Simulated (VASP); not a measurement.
# Sb (Fm-3m) in VASP: a series of runs

Sb is run at these levels: r2SCAN; tasks: relaxation of cell and atoms, single point.

Everything below comes from runs of VASP 6.6.1. Logs are shortened: lines on timing, memory, paths and dates and some standing lists are left out, and cuts for length are marked.

**1. The cell of the first run**

It takes space group Fm-3m (No. 225, cubic). The conventional cell has a = 4.740 Å, b = 4.740 Å, c = 4.740 Å, α = 90.00°, β = 90.00°, γ = 90.00°. Within 4.4 Å of Sb (site symmetry m-3m) lie 12 Sb at 3.35 Å.

**2. Relaxation of cell and atoms, r2SCAN**

The input, POSCAR:

```
Sb
1.0
    0.0000000000      2.3700181171      2.3700181171
    2.3700181171      0.0000000000      2.3700181171
    2.3700181171      2.3700181171      0.0000000000
Sb
1
Direct
    0.0000000000      0.0000000000      0.0000000000
```

The input, INCAR.step1:

```
SYSTEM = Sb
PREC = Accurate
ENCUT = 600
ISMEAR = 0
SIGMA = 0.05
LREAL = .False.
LASPH = .True.
NELM = 60
GGA = PE
ALGO = Normal
EDIFF = 1E-4
LWAVE = .True.
LCHARG = .False.
```

The input, INCAR.step2:

```
SYSTEM = Sb
PREC = Accurate
ENCUT = 600
EDIFF = 1E-6
ISMEAR = 0
SIGMA = 0.05
LREAL = .False.
LASPH = .True.
NELM = 60
ALGO = Normal
ISIF = 3
LWAVE = .False.
LCHARG = .False.
METAGGA = R2SCAN
LMIXTAU = .True.
IBRION = 2
NSW = 80
EDIFFG = -0.02
ISTART = 1
```

The input, KPOINTS:

```
regular mesh
0
Gamma
  7 7 7
  0 0 0
```

Potentials or basis: VASP PAW PBE potentials, release 64 (Sb).

Started as:

```bash
$ cat potpaw_PBE.64/Sb/POTCAR > POTCAR
$ cp INCAR.step1 INCAR
$ mpirun -np 1 vasp_std > vasp.out
$ cp INCAR.step2 INCAR
$ mpirun -np 1 vasp_std > vasp.out
```

OUTCAR:

```text
SYSTEM = Sb
   PREC = Accurate
   ENCUT = 600
   EDIFF = 1E-6
   ISMEAR = 0
   LREAL = .False.
   LASPH = .True.
   NELM = 60
   ISIF = 3
   METAGGA = R2SCAN
   IBRION = 2
   NSW = 80
   EDIFFG = -0.02
   ISTART = 1

 ion  position               nearest neighbor table
   1  0.000  0.000  0.000-

  LATTYP: Found a face centered cubic cell.
 ALAT       =     4.7400362342

  Lattice vectors:

 A1 = (   0.0000000000,   2.3700181171,   2.3700181171)
 A2 = (   2.3700181171,   0.0000000000,   2.3700181171)
 A3 = (   2.3700181171,   2.3700181171,   0.0000000000)

Analysis of symmetry for initial positions (statically):
=====================================================================
 Subroutine PRICEL returns:
 Original cell was already a primitive cell.

 Routine SETGRP: Setting up the symmetry group for a
 face centered cubic supercell.

 Subroutine GETGRP returns: Found 48 space group operations
 (whereof 48 operations were pure point group operations)
 out of a pool of 48 trial point group operations.

The static configuration has the point symmetry O_h .

Analysis of symmetry for dynamics (positions and initial velocities):
=====================================================================
 Subroutine PRICEL returns:
 Original cell was already a primitive cell.

 Routine SETGRP: Setting up the symmetry group for a
 face centered cubic supercell.

 Subroutine GETGRP returns: Found 48 space group operations
 (whereof 48 operations were pure point group operations)
 out of a pool of 48 trial point group operations.

The dynamic configuration has the point symmetry O_h .

 Subroutine INISYM returns: Found 48 space group operations
 (whereof 48 operations are pure point group operations),
 and found     1 'primitive' translations

----------------------------------------------------------------------------------------

                                     Primitive cell

  volume of cell :      26.6247

  direct lattice vectors                    reciprocal lattice vectors
     0.000000000  2.370018117  2.370018117    -0.210968851  0.210968851  0.210968851
     2.370018117  0.000000000  2.370018117     0.210968851 -0.210968851  0.210968851
     2.370018117  2.370018117  0.000000000     0.210968851  0.210968851 -0.210968851

  length of vectors
     3.351711764  3.351711764  3.351711764     0.365408769  0.365408769  0.365408769

  position of ions in fractional coordinates (direct lattice)
     0.000000000  0.000000000  0.000000000

  ion indices of the primitive-cell ions
   primitive index   ion index
                 1           1

----------------------------------------------------------------------------------------

 KPOINTS: regular mesh

Automatic generation of k-mesh.
 Grid dimensions read from file:
 generate k-points for:    7    7    7

 Generating k-lattice:

  Cartesian coordinates                     Fractional coordinates (reciprocal lattice)
    -0.030138407  0.030138407  0.030138407     0.142857143  0.000000000  0.000000000
     0.030138407 -0.030138407  0.030138407     0.000000000  0.142857143  0.000000000
     0.030138407  0.030138407 -0.030138407     0.000000000  0.000000000  0.142857143

  Length of vectors
     0.052201253  0.052201253  0.052201253

  Shift w.r.t. Gamma in fractional coordinates (k-lattice)
     0.000000000  0.000000000  0.000000000

 Subroutine IBZKPT returns following result:
 ===========================================

 Found     20 irreducible k-points:

 Following reciprocal coordinates:
            Coordinates               Weight
  0.000000  0.000000  0.000000      1.000000
  0.142857  0.000000  0.000000      8.000000
  0.285714  0.000000  0.000000      8.000000
  0.428571  0.000000  0.000000      8.000000
  0.142857  0.142857  0.000000      6.000000
  0.285714  0.142857  0.000000     24.000000
  0.428571  0.142857  0.000000     24.000000
 -0.428571  0.142857  0.000000     24.000000
 -0.285714  0.142857  0.000000     24.000000
 -0.142857  0.142857  0.000000     12.000000
  0.285714  0.285714  0.000000      6.000000
  0.428571  0.285714  0.000000     24.000000
 -0.428571  0.285714  0.000000     24.000000
 -0.285714  0.285714  0.000000     12.000000
  0.428571  0.428571  0.000000      6.000000
 -0.428571  0.428571  0.000000     12.000000
  0.428571  0.285714  0.142857     24.000000
 -0.428571  0.285714  0.142857     48.000000
 -0.428571  0.428571  0.142857     24.000000
 -0.285714  0.428571  0.142857     24.000000
   k-points           NKPTS =     20   k-points in BZ     NKDIM =     20   number of bands    NBANDS=      6
   number of dos      NEDOS =    301   number of ions     NIONS =      1
   total plane-waves  NPLWV =  21952
   dimension x,y,z NGX =    28 NGY =   28 NGZ =   28
   dimension x,y,z NGXF=    56 NGYF=   56 NGZF=   56
   ions per type =               1
   NGX,Y,Z   is equivalent  to a cutoff of  13.89, 13.89, 13.89 a.u.
   NGXF,Y,Z  is equivalent  to a cutoff of  27.78, 27.78, 27.78 a.u.
 SYSTEM =  Sb
   PREC   = accura    normal or accurate (medium, high low for compatibility)
   ISTART =      1    job   : 0-new  1-cont  2-samecut
   ICHARG =      0    charge: 1-file 2-atom 10-const
   ISPIN  =      1    spin polarized calculation?
   LNONCOLLINEAR =      F non collinear calculations
   LSORBIT =      F    spin-orbit coupling
   LASPH  =      T    aspherical Exc in radial PAW
   ENCUT  =  600.0 eV  44.10 Ry    6.64 a.u.   6.69  6.69  6.69*2*pi/ulx,y,z
   NELM   =     60;   NELMIN=  2; NELMDL=  0     # of ELM steps
   EDIFF  = 0.1E-05   stopping-criterion for ELM
   LREAL  =      F    real-space projection
   EDIFFG = -.2E-01   stopping-criterion for IOM
   NSW    =     80    number of steps for IOM
   IBRION =      2    ionic relax: 0-MD 1-quasi-New 2-CG
   NFREE  =      1    steps in history (QN), initial steepest desc. (CG)
   ISIF   =      3    stress and relaxation
   ISYM   =      2    0-nonsym 1-usesym 2-fastsym
   POTIM  = 0.5000    time-step for ionic-motion
   TEBEG  =    0.0;   TEEND  =   0.0 temperature during run
   PSTRESS=    0.0 pullay stress
   NELECT =       5.0000    total number of electrons
   NUPDOWN=      -1.0000    fix difference up-down
   EMIN   =  10.00;   EMAX   =-10.00  energy-range for DOS
   EFERMI =   0.00;   METHOD = LEGACY
   ISMEAR =     0;   SIGMA  =   0.05  broadening in eV -4-tet -1-fermi 0-gaus
   EFERMI_NEDOS =   21; number of points for ismear=-14 and -15
   IALGO  =     38    algorithm
   IMIX   =      4    mixing-type and parameters
     AMIX     =   0.40;   BMIX     =  1.00
     AMIX_MAG =   1.60;   BMIX_MAG =  1.00
  volume/ion in A,a.u.               =      26.62       179.67
  Fermi-wavevector in a.u.,A,eV,Ry     =   0.937497  1.771612 11.958166  0.878900
  Thomas-Fermi vector in A             =   2.064614
   LORBIT       =      0    0 simple, 1 ext, 2 COOP (PROOUT), +10 PAW based schemes
   METAGGA = R2SCAN    functional components
   LHFCALC =     F    Hartree Fock is set to
   AEXX    =    0.0000 exact exchange contribution
   IVDW    =     0    specifies the selected vdW correction
   LEPSILON=     F    determine dielectric tensor
   LRPA    =     F    only Hartree local field effects (RPA)
 conjugate gradient relaxation of ions
 non-spin polarized calculation
 Gauss-broadening in eV      SIGMA  =   0.05
  energy-cutoff  :      600.00
  volume of cell :       26.62
 maximum number of plane-waves:       905
   NGX = 13   NGY = 13   NGZ = 13

 number of electron       5.0000000 magnetization

 Free energy of the ion-electron system (eV)
  ---------------------------------------------------
  ext. energy  EPLUGINS =         0.00000000
  ---------------------------------------------------
  free energy    TOTEN  =       -25.21113626 eV

  energy without entropy =      -25.20578179  energy(sigma->0) =      -25.20845903

 E-fermi :   8.3581     XC(G=0): -10.8953

 val. band max:        8.3551606666   @ k =   0.4286   0.2857   0.0000
 cond. band min:       8.3784813065   @ k =   0.2857   0.1429   0.0000
 fundamental gap:      0.0233206399
 Fermi energy:         8.3581273685

 k-point     1 :       0.0000    0.0000    0.0000
  band No.  band energies     occupation
      1      -5.0695      2.00000
      2      14.3314      0.00000
      3      14.3314      0.00000
      4      14.3314      0.00000
      5      19.0592      0.00000
      6      19.0592      0.00000

 k-point     2 :       0.1429    0.0000    0.0000
  band No.  band energies     occupation
      1      -4.6369      2.00000
      2      11.2082      0.00000
      3      13.8195      0.00000
      4      13.8195      0.00000
      5      17.8803      0.00000
      6      19.8175      0.00000

 k-point     3 :       0.2857    0.0000    0.0000
  band No.  band energies     occupation
      1      -3.3648      2.00000
      2       6.7206      2.00000
      3      13.0187      0.00000
      4      13.0187      0.00000
      5      17.4184      0.00000
      6      19.2216      0.00000

 k-point     4 :       0.4286    0.0000    0.0000
  band No.  band energies     occupation
      1      -1.5062      2.00000
      2       3.1254      2.00000
      3      12.5426      0.00000
      4      12.5426      0.00000
      5      17.4140      0.00000
      6      18.3096      0.00000

 k-point     5 :       0.1429    0.1429    0.0000
  band No.  band energies     occupation
      1      -4.4921      2.00000
      2      12.4154      0.00000
      3      12.5560      0.00000
      4      12.5560      0.00000
      5      16.4355      0.00000
      6      19.0042      0.00000

 k-point     6 :       0.2857    0.1429    0.0000
  band No.  band energies     occupation
      1      -3.4954      2.00000
      2       8.3785      0.56482
      3      11.5801      0.00000
      4      11.9641      0.00000
      5      16.3681      0.00000
      6      18.0889      0.00000

 k-point     7 :       0.4286    0.1429    0.0000
  band No.  band energies     occupation
      1      -1.7689      2.00000
      2       4.4844      2.00000
      3      10.6851      0.00000
      4      11.3000      0.00000
      5      15.8615      0.00000
      6      19.7901      0.00000

 k-point     8 :      -0.4286    0.1429    0.0000
  band No.  band energies     occupation
      1      -0.7086      2.00000
      2       2.8674      2.00000
      3       9.7871      0.00000
      4      11.7934      0.00000
      5      16.1774      0.00000
      6      19.4512      0.00000

 k-point     9 :      -0.2857    0.1429    0.0000
  band No.  band energies     occupation
      1      -2.4080      2.00000
      2       5.7012      2.00000
      3       9.6038      0.00000
      4      12.9234      0.00000
      5      17.3704      0.00000
      6      19.2700      0.00000

 k-point    10 :      -0.1429    0.1429    0.0000
  band No.  band energies     occupation
      1      -3.9222      2.00000
      2       9.5216      0.00000
      3      10.5754      0.00000
      4      14.0705      0.00000
      5      18.7514      0.00000
      6      19.2854      0.00000

 k-point    11 :       0.2857    0.2857    0.0000
  band No.  band energies     occupation
      1      -2.7810      2.00000
      2       8.6090      0.00000
      3      10.3493      0.00000
      4      10.3493      0.00000
      5      14.5234      0.00000
      6      15.1340      0.00000

 k-point    12 :       0.4286    0.2857    0.0000
  band No.  band energies     occupation
      1      -1.2957      2.00000
      2       5.9606      2.00000
      3       8.3552      1.06687
      4       9.8693      0.00000
      5      14.2423      0.00000
      6      16.4648      0.00000

 k-point    13 :      -0.4286    0.2857    0.0000
  band No.  band energies     occupation
      1       0.2454      2.00000
      2       3.8984      2.00000
      3       6.5013      2.00000
      4      10.2576      0.00000
      5      14.4759      0.00000
      6      20.2417      0.00000

 k-point    14 :      -0.2857    0.2857    0.0000
  band No.  band energies     occupation
      1      -0.7820      2.00000
      2       5.3044      2.00000
      3       6.0603      2.00000
      4      11.4366      0.00000
      5      15.5287      0.00000
      6      21.7252      0.00000

 k-point    15 :       0.4286    0.4286    0.0000
  band No.  band energies     occupation
      1      -0.1206      2.00000
      2       4.4479      2.00000
      3       9.1257      0.00000
      4       9.1257      0.00000
      5      13.4619      0.00000
      6      13.5725      0.00000

 k-point    16 :      -0.4286    0.4286    0.0000
  band No.  band energies     occupation
      1       0.9033      2.00000
      2       3.5941      2.00000
      3       7.0295      2.00000
      4       9.2639      0.00000
      5      13.5933      0.00000
      6      15.9513      0.00000

 k-point    17 :       0.4286    0.2857    0.1429
  band No.  band energies     occupation
      1      -2.2495      2.00000
      2       7.0301      2.00000
      3       8.3390      1.41105
      4      11.0941      0.00000
      5      17.1723      0.00000
      6      17.4110      0.00000

 k-point    18 :      -0.4286    0.2857    0.1429
  band No.  band energies     occupation
      1      -0.4757      2.00000
      2       4.2011      2.00000
      3       7.6108      2.00000
      4       9.8086      0.00000
      5      17.0020      0.00000
      6      18.8246      0.00000

 k-point    19 :      -0.4286    0.4286    0.1429
  band No.  band energies     occupation
      1       0.2267      2.00000
      2       4.6778      2.00000
      3       7.1324      2.00000
      4       8.0231      2.00000
      5      16.1294      0.00000
      6      16.4616      0.00000

 k-point    20 :      -0.2857    0.4286    0.1429
  band No.  band energies     occupation
      1       0.8222      2.00000
      2       4.8344      2.00000
      3       5.1843      2.00000
      4       8.2426      1.99892
      5      16.7977      0.00000
      6      20.1870      0.00000

------------------------ aborting loop because EDIFF is reached ----------------------------------------

  FORCE on cell =-STRESS in cart. coord.  units (eV):
  Direction    XX          YY          ZZ          XY          YZ          ZX
  --------------------------------------------------------------------------------------
  -------------------------------------------------------------------------------------
  Total       -0.0105285     -0.0105285     -0.0105285     -0.0000000      0.0000000     -0.0000000
  in kB       -0.6335633     -0.6335633     -0.6335633     -0.0000000      0.0000000     -0.0000000
  external PRESSURE =      -0.6335633 kB  Pullay stress =       0.0000000 kB

 VOLUME and BASIS-vectors are now :
 -----------------------------------------------------------------------------
  energy-cutoff  :      600.00
  volume of cell :       26.62
      direct lattice vectors                 reciprocal lattice vectors
     0.000000000  2.370018117  2.370018117    -0.210968851  0.210968851  0.210968851
     2.370018117  0.000000000  2.370018117     0.210968851 -0.210968851  0.210968851
     2.370018117  2.370018117  0.000000000     0.210968851  0.210968851 -0.210968851

 POSITION                                       TOTAL-FORCE (eV/Angst)
 -----------------------------------------------------------------------------------
      0.00000      0.00000      0.00000         0.000000      0.000000      0.000000
 -----------------------------------------------------------------------------------
    total drift:                                0.000000      0.000000      0.000000

  FREE ENERGIE OF THE ION-ELECTRON SYSTEM (eV)
  ---------------------------------------------------
  free  energy   TOTEN  =       -25.2111362626 eV

  energy  without entropy=      -25.2057817878  energy(sigma->0) =      -25.20845903

 reached required accuracy - stopping structural energy minimisation
```

Wall time 19 s (1 thread of Intel Xeon Platinum 8259CL at 2.50GHz (Skylake/Cascade Lake), shared host); peak memory 0.16 GiB.

Results:

```yaml
Free_energy: -25.2111 eV
Pressure_after_relaxing: -0.1 GPa
```

Final structure:
```
Sb
1.0
     0.00000    2.37002    2.37002
     2.37002    0.00000    2.37002
     2.37002    2.37002    0.00000
Sb
1
Direct
  0.00000 0.00000 0.00000
```

Levels at points of the mesh, in eV from the Fermi level:
| k point | band 1 | band 2 | band 3 | band 4 | band 5 | band 6 |
| --- | --- | --- | --- | --- | --- | --- |
| (0.00, 0.00, 0.00) | -13.43 | 5.97 | 5.97 | 5.97 | 10.70 | 10.70 |

Caveat: the relaxation stopped at its first step, so nothing moved; the PAW data sets were made with another functional, which shifts forces and pressure a little; spin-orbit coupling is left out, which moves the levels of the heavy elements.

**3. Single point, r2SCAN**

POSCAR is that of step 2.

The input, INCAR.step1:

```
  PREC = Accurate
  ENCUT = 520
  ISMEAR = 0
  SIGMA = 0.05
  LREAL = F
  LASPH = T
  NELM = 60
  NBANDS = 8
  GGA = PE
  ALGO = Normal
  EDIFF = 1E-4
  LWAVE = T
  LCHARG = F
```

The input, INCAR.step2:

```
  PREC = Accurate
  ENCUT = 520
  EDIFF = 1E-6
  ISMEAR = 0
  SIGMA = 0.05
  LREAL = F
  LASPH = T
  NELM = 60
  ALGO = Normal
  ISIF = 2
  LWAVE = F
  LCHARG = T
  METAGGA = R2SCAN
  LMIXTAU = T
  LELF = T
  LVHAR = T
  NBANDS = 8
  ISTART = 1
```

The input, KPOINTS:

```
Automatic mesh
0
Gamma
  7 7 7
```

Potentials or basis: VASP PAW PBE potentials, release 64 (Sb).

Started as:

```bash
$ cat potpaw_PBE.64/Sb/POTCAR > POTCAR
$ cp INCAR.step1 INCAR
$ mpirun -np 1 vasp_std > vasp.out
$ cp INCAR.step2 INCAR
$ mpirun -np 1 vasp_std > vasp.out
```

Run time: 43 s. Hardware: 1 thread of AMD EPYC 7R13, shared host; peak memory 0.13 GiB.

Results (log left out):

```yaml
Free_energy: -25.2111 eV
Pressure: -0.1 GPa
```

Levels at points of the mesh, in eV from the Fermi level:
| k point | band 1 | band 2 | band 3 | band 4 | band 5 |
| --- | --- | --- | --- | --- | --- |
| (0.00, 0.00, 0.00) | -13.43 | 5.97 | 5.97 | 5.97 | 10.70 |

Caveat: the PAW data sets were made with another functional, which shifts forces and pressure a little; spin-orbit coupling is left out, which moves the levels of the heavy elements.

**4. Single point, r2SCAN**

This run uses another cell than the first one, of 26.23 Å³/atom, 0.985 times its volume.

The input, POSCAR:

```
Sb
1.0
    0.0000000000      2.3581082773      2.3581082773
    2.3581082773      0.0000000000      2.3581082773
    2.3581082773      2.3581082773      0.0000000000
Sb
1
Direct
    0.0000000000      0.0000000000      0.0000000000
```

The input, INCAR.step1:

```
SYSTEM = Sb
ALGO = Normal
EDIFF = 1E-4
ENCUT = 520
GGA = PE
ISMEAR = 0
LASPH = .TRUE.
LCHARG = .FALSE.
LREAL = .FALSE.
LWAVE = .TRUE.
NBANDS = 8
NELM = 60
PREC = Accurate
SIGMA = 0.05
```

The input, INCAR.step2:

```
SYSTEM = Sb
ALGO = Normal
EDIFF = 1E-6
ENCUT = 520
ISIF = 2
ISMEAR = 0
ISTART = 1
LASPH = .TRUE.
LCHARG = .FALSE.
LMIXTAU = .TRUE.
LREAL = .FALSE.
LWAVE = .FALSE.
METAGGA = R2SCAN
NBANDS = 8
NELM = 60
PREC = Accurate
SIGMA = 0.05
```

The input, KPOINTS:

```
k-points
0
G
  7 7 7
  0 0 0
```

Started as:

```bash
$ cat potpaw_PBE.64/Sb/POTCAR > POTCAR
$ cp INCAR.step1 INCAR
$ mpirun -np 1 vasp_std > vasp.out
$ cp INCAR.step2 INCAR
$ mpirun -np 1 vasp_std > vasp.out
```

Wall time 45 s (1 thread of AMD EPYC 7R13, shared host); peak memory 0.13 GiB.

Results (log left out):

| Property | Result |
| --- | --- |
| Free energy | -25.2103 eV |
| Pressure | 0.7 GPa |

Levels at points of the mesh, in eV from the Fermi level:
| k point | band 1 | band 2 | band 3 | band 4 | band 5 | band 6 | band 7 |
| --- | --- | --- | --- | --- | --- | --- | --- |
| (0.00, 0.00, 0.00) | -13.55 | 6.10 | 6.10 | 6.10 | 10.75 | 10.75 | 10.75 |

Caveat: the PAW data sets were made with another functional, which shifts forces and pressure a little; spin-orbit coupling is left out, which moves the levels of the heavy elements.

[end of part 1 of 2]
